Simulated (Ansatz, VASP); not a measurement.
# AlN in VASP and in Ansatz

```xyz
4
Lattice="3.1110 0.0000 0.0000 -1.5555 2.6942 0.0000 0.0000 0.0000 4.9282" Properties=species:S:1:pos:R:3 pbc="T T T"
Al    0.0000    1.7961    0.0000
Al    1.5555    0.8981    2.4641
N     0.0000    1.7961    1.8974
N     1.5555    0.8981    4.3615
```

Change from the starting cell: zz strain of -1 %, PAW files.

Alike in both runs: task electric field gradients; functional PBEsol; k mesh 10 × 10 × 6; occupations fermi-dirac, width 0.03 eV; no spin polarisation.

|  | VASP | Ansatz |
| --- | --- | --- |
| version | VASP 6.6.1 | Ansatz 0.2.0 |
| potentials or method | VASP PAW PBE potentials, release 64 (Al, N) | PAW with Ansatz's default frozen-core files, scalar-relativistic |
| plane-wave cutoff (eV) | 520 | 420 |
| valence electrons in the cell | 16 | 16 |

VASP gave:

```
gap on the k mesh at the Fermi level (eV)                     : 4.15
pressure (GPa)                                                : 2.5
traceless stress, the component that is largest in VASP (GPa) : 1.19
rms of the force components (eV/Å)                            : 0.030
size of Vzz on the site where it differs most (V/Å²)          : 1.2
```

Q: What did Ansatz give for the same quantities?

A: gap on the k mesh at the Fermi level (eV): 4.14; pressure (GPa): 2.5; traceless stress, the component that is largest in VASP (GPa): 1.17; rms of the force components (eV/Å): 0.031; size of Vzz on the site where it differs most (V/Å²): 1.4.

VASP's potentials were made for PBE, not for PBEsol. Atom by atom the forces differ by 0.001 eV/Å (rms over components). The functional is the same, so the differences come from potentials, cutoffs and numerics.
